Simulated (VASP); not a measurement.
# Ga3O4 (C2/m) in VASP: single point with PBE

Aim: the single point of Ga3O4 with PBE.

All numbers are computed with VASP 6.6.1; they aren't measurements. Logs are shortened: lines on timing, memory, paths and dates and some standing lists are left out, and cuts for length are marked.

## (1) The cell of the first run

It takes space group C2/m (No. 12, monoclinic). Conventional cell: a = 11.478 Å, b = 3.024 Å, c = 5.133 Å, α = 90.00°, β = 114.23°, γ = 90.00°. Within 2.6 Å of Ga (site symmetry m) lie 6 O at 1.94 to 2.16 Å. Ga (site symmetry 2/m) has 6 O at 2.12 to 2.36 Å within 2.8 Å. Within 2.6 Å of O (site symmetry m) lie 4 Ga at 1.96 to 2.13 Å. Within 2.6 Å of O (site symmetry m) lie 5 Ga at 1.94 to 2.36 Å.

## (2) Single point, PBE

Contents of INCAR:

```
SYSTEM = Ga3O4
ALGO     = Normal         ! electronic algorithm
EDIFF    = 1E-6           ! SCF threshold, eV
ENCUT    = 520            ! plane-wave cutoff, eV
GGA      = PE             ! functional
ISIF     = 2              ! what is computed and relaxed
ISMEAR   = 0              ! smearing method
LASPH    = .True.         ! aspherical terms in the spheres
LCHARG   = .False.        ! write CHGCAR
LREAL    = .False.        ! projectors in reciprocal space
LWAVE    = .False.        ! write WAVECAR
NBANDS   = 40             ! bands
NELM     = 80             ! most SCF steps
PREC     = Accurate       ! precision mode
SIGMA    = 0.1            ! smearing width, eV
```

Contents of KPOINTS:

```
k-points
0
Gamma
  10 10 8
  0 0 0
```

Contents of POSCAR:

```
Ga3O4
1.0
    5.7384472696     -1.5118395278      0.0698161922
    5.7384472696      1.5118395278      0.0698161922
   -2.1636308841      0.0000000000      4.6552005106
Ga O
3 4
Direct
    0.2791891599      0.2791891599      0.2749123822
    0.7208108401      0.7208108401      0.7250876178
    0.0000000000      0.0000000000      0.0000000000
    0.8561011621      0.8561011621      0.1596482962
    0.3480835032      0.3480835032      0.6895470735
    0.1438988379      0.1438988379      0.8403517038
    0.6519164968      0.6519164968      0.3104529265
```

Potentials or basis: VASP PAW PBE potentials, release 64 (Ga_d, O).

The run is started by

```sh
$ cat potpaw_PBE.64/Ga_d/POTCAR potpaw_PBE.64/O/POTCAR > POTCAR
$ mpirun -np 1 vasp_std > vasp.out
```

OUTCAR:

```text
SYSTEM = Ga3O4
   EDIFF = 1E-6
   ENCUT = 520
   GGA = PE
   ISIF = 2
   ISMEAR = 0
   LASPH = .True.
   LREAL = .False.
   NELM = 80
   PREC = Accurate

 ion  position               nearest neighbor table
   1  0.279  0.279  0.275-   5 1.94   4 1.96   4 1.96   6 2.13   7 2.16   7 2.16
   2  0.721  0.721  0.725-   7 1.94   6 1.96   6 1.96   4 2.13   5 2.16   5 2.16
   3  0.000  0.000  0.000-   4 2.12   6 2.12   7 2.36   7 2.36   5 2.36   5 2.36
   4  0.856  0.856  0.160-   1 1.96   1 1.96   3 2.12   2 2.13
   5  0.348  0.348  0.690-   1 1.94   2 2.16   2 2.16   3 2.36   3 2.36
   6  0.144  0.144  0.840-   2 1.96   2 1.96   3 2.12   1 2.13
   7  0.652  0.652  0.310-   2 1.94   1 2.16   1 2.16   3 2.36   3 2.36

  LATTYP: Found a base centered monoclinic cell.
 ALAT       =    11.4777439188
 B/A-ratio  =     0.2634384490
 C/A-ratio  =     0.4472515238
 COS(beta)  =    -0.4104145770

  Lattice vectors:

 A1 = (   5.7384472696,  -1.5118395278,   0.0698161922)
 A2 = (   5.7384472696,   1.5118395278,   0.0698161922)
 A3 = (  -2.1636308841,   0.0000000000,   4.6552005106)

Analysis of symmetry for initial positions (statically):
=====================================================================
 Subroutine PRICEL returns:
 Original cell was already a primitive cell.

 Routine SETGRP: Setting up the symmetry group for a
 base centered monoclinic supercell.

 Subroutine GETGRP returns: Found  4 space group operations
 (whereof  4 operations were pure point group operations)
 out of a pool of  4 trial point group operations.

The static configuration has the point symmetry C_2h.

Analysis of symmetry for dynamics (positions and initial velocities):
=====================================================================
 Subroutine PRICEL returns:
 Original cell was already a primitive cell.

 Routine SETGRP: Setting up the symmetry group for a
 base centered monoclinic supercell.

 Subroutine GETGRP returns: Found  4 space group operations
 (whereof  4 operations were pure point group operations)
 out of a pool of  4 trial point group operations.

The dynamic configuration has the point symmetry C_2h.

 Subroutine INISYM returns: Found  4 space group operations
 (whereof  4 operations are pure point group operations),
 and found     1 'primitive' translations

----------------------------------------------------------------------------------------

                                     Primitive cell

  volume of cell :      81.2302

  direct lattice vectors                    reciprocal lattice vectors
     5.738447270 -1.511839528  0.069816192     0.086641655 -0.330722931  0.040269062
     5.738447270  1.511839528  0.069816192     0.086641655  0.330722931  0.040269062
    -2.163630884  0.000000000  4.655200511    -0.002598810  0.000000000  0.213605651

  length of vectors
     5.934670178  5.934670178  5.133438457     0.344247049  0.344247049  0.213621459

  position of ions in fractional coordinates (direct lattice)
     0.279189160  0.279189160  0.274912382
     0.720810840  0.720810840  0.725087618
     0.000000000  0.000000000  0.000000000
     0.856101162  0.856101162  0.159648296
     0.348083503  0.348083503  0.689547074
     0.143898838  0.143898838  0.840351704
     0.651916497  0.651916497  0.310452926

  ion indices of the primitive-cell ions
   primitive index   ion index
                 1           1
                 2           2
                 3           3
                 4           4
                 5           5
                 6           6
                 7           7

----------------------------------------------------------------------------------------

 KPOINTS: k-points

Automatic generation of k-mesh.
 Grid dimensions read from file:
 generate k-points for:   10   10    8

 Generating k-lattice:

  Cartesian coordinates                     Fractional coordinates (reciprocal lattice)
     0.008664165 -0.033072293  0.004026906     0.100000000 -0.000000000  0.000000000
     0.008664165  0.033072293  0.004026906    -0.000000000  0.100000000  0.000000000
    -0.000324851  0.000000000  0.026700706     0.000000000  0.000000000  0.125000000

  Length of vectors
     0.034424705  0.034424705  0.026702682

  Shift w.r.t. Gamma in fractional coordinates (k-lattice)
     0.000000000  0.000000000  0.000000000

 Subroutine IBZKPT returns following result:
 ===========================================

 Found    227 irreducible k-points:

 Following reciprocal coordinates:
            Coordinates               Weight
  0.000000  0.000000  0.000000      1.000000
  0.100000  0.000000 -0.000000      4.000000
  0.200000  0.000000 -0.000000      4.000000
  0.300000  0.000000  0.000000      4.000000
  0.400000  0.000000  0.000000      4.000000
  0.500000  0.000000  0.000000      2.000000
[... 16 lines left out ...]
  0.300000  0.300000  0.000000      2.000000
  0.400000  0.300000  0.000000      4.000000
 [... further k-points ...]
   k-points           NKPTS =    227   k-points in BZ     NKDIM =    227   number of bands    NBANDS=     40
   number of dos      NEDOS =    301   number of ions     NIONS =      7
   total plane-waves  NPLWV =  92160
   dimension x,y,z NGX =    48 NGY =   48 NGZ =   40
   dimension x,y,z NGXF=    96 NGYF=   96 NGZF=   80
   ions per type =               3   4
   NGX,Y,Z   is equivalent  to a cutoff of  13.45, 13.45, 12.95 a.u.
   NGXF,Y,Z  is equivalent  to a cutoff of  26.89, 26.89, 25.91 a.u.
 SYSTEM =  Ga3O4
   PREC   = accura    normal or accurate (medium, high low for compatibility)
   ISTART =      0    job   : 0-new  1-cont  2-samecut
   ICHARG =      2    charge: 1-file 2-atom 10-const
   ISPIN  =      1    spin polarized calculation?
   LNONCOLLINEAR =      F non collinear calculations
   LSORBIT =      F    spin-orbit coupling
   LASPH  =      T    aspherical Exc in radial PAW
   ENCUT  =  520.0 eV  38.22 Ry    6.18 a.u.  11.03 11.03  9.54*2*pi/ulx,y,z
   NELM   =     80;   NELMIN=  2; NELMDL= -5     # of ELM steps
   EDIFF  = 0.1E-05   stopping-criterion for ELM
   LREAL  =      F    real-space projection
   EDIFFG = 0.1E-04   stopping-criterion for IOM
   NSW    =      0    number of steps for IOM
   IBRION =     -1    ionic relax: 0-MD 1-quasi-New 2-CG
   NFREE  =      0    steps in history (QN), initial steepest desc. (CG)
   ISIF   =      2    stress and relaxation
   ISYM   =      2    0-nonsym 1-usesym 2-fastsym
   POTIM  = 0.5000    time-step for ionic-motion
   TEBEG  =    0.0;   TEEND  =   0.0 temperature during run
   PSTRESS=    0.0 pullay stress
   NELECT =      63.0000    total number of electrons
   NUPDOWN=      -1.0000    fix difference up-down
   EMIN   =  10.00;   EMAX   =-10.00  energy-range for DOS
   EFERMI =   0.00;   METHOD = LEGACY
   ISMEAR =     0;   SIGMA  =   0.10  broadening in eV -4-tet -1-fermi 0-gaus
   EFERMI_NEDOS =   21; number of points for ismear=-14 and -15
   IALGO  =     38    algorithm
   IMIX   =      4    mixing-type and parameters
     AMIX     =   0.40;   BMIX     =  1.00
     AMIX_MAG =   1.60;   BMIX_MAG =  1.00
  volume/ion in A,a.u.               =      11.60        78.31
  Fermi-wavevector in a.u.,A,eV,Ry     =   1.504120  2.842375 30.781519  2.262378
  Thomas-Fermi vector in A             =   2.615141
   LORBIT       =      0    0 simple, 1 ext, 2 COOP (PROOUT), +10 PAW based schemes
   GGA     = PE    functional components
   LHFCALC =     F    Hartree Fock is set to
   AEXX    =    0.0000 exact exchange contribution
   IVDW    =     0    specifies the selected vdW correction
   LEPSILON=     F    determine dielectric tensor
   LRPA    =     F    only Hartree local field effects (RPA)
 non-spin polarized calculation
 Gauss-broadening in eV      SIGMA  =   0.10
  energy-cutoff  :      520.00
  volume of cell :       81.23
 maximum number of plane-waves:      2206
 NGX is ok and might be reduce to    48
   NGX = 21   NGY = 21   NGZ = 19

 number of electron      62.9999998 magnetization

 Free energy of the ion-electron system (eV)
  ---------------------------------------------------
  ext. energy  EPLUGINS =         0.00000000
  ---------------------------------------------------
  free energy    TOTEN  =       -38.80955237 eV

  energy without entropy =      -38.80053225  energy(sigma->0) =      -38.80504231

 E-fermi :   6.1183     XC(G=0): -11.1801

 val. band max:        6.1154609538   @ k =   0.5000   0.1000   0.2500
 cond. band min:       6.1293524043   @ k =   0.4000   0.3000   0.1250
 fundamental gap:      0.0138914505
 Fermi energy:         6.1183347516

 k-point     1 :       0.0000    0.0000    0.0000
  band No.  band energies     occupation
      1     -15.2601      2.00000
      2     -13.8516      2.00000
      3     -13.6453      2.00000
      4     -13.4704      2.00000
      5      -9.6565      2.00000
      6      -9.5975      2.00000
[... 32 lines left out ...]
     39      14.3060      0.00000
     40      15.0026      0.00000

 k-point     2 :       0.1000    0.0000   -0.0000
  band No.  band energies     occupation
      1     -15.1796      2.00000
      2     -13.8410      2.00000
      3     -13.6403      2.00000
      4     -13.4655      2.00000
      5      -9.6387      2.00000
      6      -9.5728      2.00000
[... 32 lines left out ...]
     39      13.8473      0.00000
     40      14.4201      0.00000

 k-point     3 :       0.2000    0.0000   -0.0000
  band No.  band energies     occupation
      1     -14.9532      2.00000
      2     -13.8218      2.00000
      3     -13.6265      2.00000
      4     -13.4521      2.00000
      5      -9.5971      2.00000
      6      -9.5409      2.00000
[... 853 lines left out ...]
  band No.  band energies     occupation
      1     -15.1699      2.00000
      2     -13.9257      2.00000
      3     -13.6344      2.00000
      4     -13.5537      2.00000
      5      -9.6318      2.00000
      6      -9.5924      2.00000
[... 32 lines left out ...]
     39      14.6134      0.00000
     40      14.8748      0.00000

 k-point    24 :       0.4000    0.3000    0.0000
  band No.  band energies     occupation
      1     -15.0738      2.00000
      2     -13.9338      2.00000
      3     -13.6279      2.00000
      4     -13.5488      2.00000
      5      -9.6110      2.00000
      6      -9.5912      2.00000
[... 32 lines left out ...]
     39      13.8087      0.00000
     40      14.9934      0.00000

 [... further k-points ...]

------------------------ aborting loop because EDIFF is reached ----------------------------------------

  FORCE on cell =-STRESS in cart. coord.  units (eV):
  Direction    XX          YY          ZZ          XY          YZ          ZX
  --------------------------------------------------------------------------------------
  -------------------------------------------------------------------------------------
  Total        0.3273792      0.3515057      0.3775062      0.0000000      0.0000000     -0.0784294
  in kB        6.4572005      6.9330710      7.4459012      0.0000000      0.0000000     -1.5469344
  external PRESSURE =       6.9453909 kB  Pullay stress =       0.0000000 kB

 VOLUME and BASIS-vectors are now :
 -----------------------------------------------------------------------------
  energy-cutoff  :      520.00
  volume of cell :       81.23
      direct lattice vectors                 reciprocal lattice vectors
     5.738447270 -1.511839528  0.069816192     0.086641655 -0.330722931  0.040269062
     5.738447270  1.511839528  0.069816192     0.086641655  0.330722931  0.040269062
    -2.163630884  0.000000000  4.655200511    -0.002598810  0.000000000  0.213605651

 POSITION                                       TOTAL-FORCE (eV/Angst)
 -----------------------------------------------------------------------------------
      2.60942      0.00000      1.31876         0.001910      0.000000      0.002752
      6.70385      0.00000      3.47608        -0.001910      0.000000     -0.002752
      0.00000      0.00000      0.00000        -0.000000      0.000000      0.000000
      9.47996      0.00000      0.86273         0.035050      0.000000      0.010937
      2.50299      0.00000      3.25858         0.027973      0.000000      0.040148
     -0.16670      0.00000      3.93210        -0.035050      0.000000     -0.010937
      6.81027      0.00000      1.53625        -0.027973      0.000000     -0.040148
 -----------------------------------------------------------------------------------
    total drift:                               -0.000000     -0.000000      0.000000

  FREE ENERGIE OF THE ION-ELECTRON SYSTEM (eV)
  ---------------------------------------------------
  free  energy   TOTEN  =       -38.8095523749 eV

  energy  without entropy=      -38.8005322518  energy(sigma->0) =      -38.80504231
```

Wall time 14 min (1 thread of AMD EPYC 9R45 (Zen 5), shared host); peak memory 0.65 GiB.

What came out:

* Free energy: -38.8096 eV
* Pressure: 0.7 GPa
* Largest force: 0.049 eV/Å

Forces in eV/Å, atoms in the order of the input:
```
Ga   0.002  0.000  0.003
Ga  -0.002  0.000 -0.003
Ga   0.000  0.000  0.000
O    0.035  0.000  0.011
O    0.028  0.000  0.040
O   -0.035  0.000 -0.011
O   -0.028  0.000 -0.040
```

Caveat: an odd number of electrons without spin polarisation forces a metal; a magnetic or distorted state may lie lower.
